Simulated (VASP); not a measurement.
SnS2: relaxation of the atoms with PBE

SnS2:

```xyz
3
Lattice="3.6743 0.0000 0.0000 -1.8372 3.1820 0.0000 0.0000 0.0000 6.2288" Properties=species:S:1:pos:R:3 pbc="T T T"
Sn    0.0000    0.0000    0.0000
S     0.0000    2.1214    1.4616
S     1.8372    1.0607    4.7672
```

* Program: VASP 6.6.1
* Task: relaxation of the atoms
* Functional: PBE
* Potentials or basis: VASP PAW PBE potentials, release 64 (Sn_d, S)
* Cutoff: 450 eV
* k mesh: 4 × 4 × 2
* Occupations: gaussian, width 0.1 eV
* Spin: no spin polarisation
* Dipole correction: no
* Further INCAR settings: ALGO = Normal; EDIFF = 1e-07; IBRION = 2; EDIFFG = -0.06; NSW = 50

| Item | Value |
| --- | --- |
| Energy gained by relaxing | 1.3 meV/atom |
| Ionic steps | 3 |
| Pressure after relaxing | 1.5 GPa |
| Largest force after relaxing | 0.005 eV/Å |
| Band gap on the k mesh | 1.56 eV, indirect (least direct gap 1.90 eV) |

Forces on the atoms (eV/Å):
```
Sn   0.000  0.000  0.000
S    0.000  0.000 -0.005
S    0.000  0.000  0.005
```

Stress tensor (GPa, compression positive):
```
1.95 0.00 0.00
0.00 1.95 0.00
0.00 0.00 0.57
```

The path:
```csv
step,energy change (eV),largest force (eV/Å),pressure (GPa)
1,0.0000,0.2057,2.30
2,-0.0030,0.0976,1.89
3,-0.0039,0.0049,1.49
```

Final structure:
```yaml
crystal:
  lattice:
    - [3.67431, 0.00000, 0.00000]
    - [-1.83715, 3.18204, 0.00000]
    - [0.00000, 0.00000, 6.22883]
  atoms:
    - { symbol: Sn, position: [0.00000, 0.00000, 0.00000] }
    - { symbol: S, position: [0.33333, 0.66667, 0.23778] }
    - { symbol: S, position: [0.66667, 0.33333, 0.76222] }
```

Levels at points of the mesh, in eV from the valence-band top:
```tsv
k point	band 10	band 11	band 12	band 13	band 14	band 15	band 16	band 17
(0.00, 0.00, 0.00)	-0.45	-0.13	-0.13	-0.09	2.04	3.83	5.52	5.52
(0.50, 0.00, 0.00)	-2.32	-2.24	-0.67	-0.16	1.74	4.66	6.26	6.39
(0.00, 0.00, 0.50)	-0.49	-0.49	-0.06	-0.06	2.99	3.86	5.38	5.38
(0.50, 0.00, 0.50)	-2.16	-1.73	-0.49	-0.35	1.56	4.87	5.79	6.48
```

It took 22 s on 1 thread of Intel(R) Xeon(R) Platinum 8488C (Sapphire Rapids), with other jobs on the host, peak memory 0.18 GiB.

Caveat: the k points lie up to 0.50 Å⁻¹ apart; spin-orbit coupling is left out, which moves the levels of the heavy elements; this functional lacks dispersion, which binds the layers, so the pressure and a relaxed spacing across them are unreliable; the relaxation stopped at a loose force limit of 0.06 eV/Å, so its end isn't a converged minimum. A k mesh can miss the band edges.
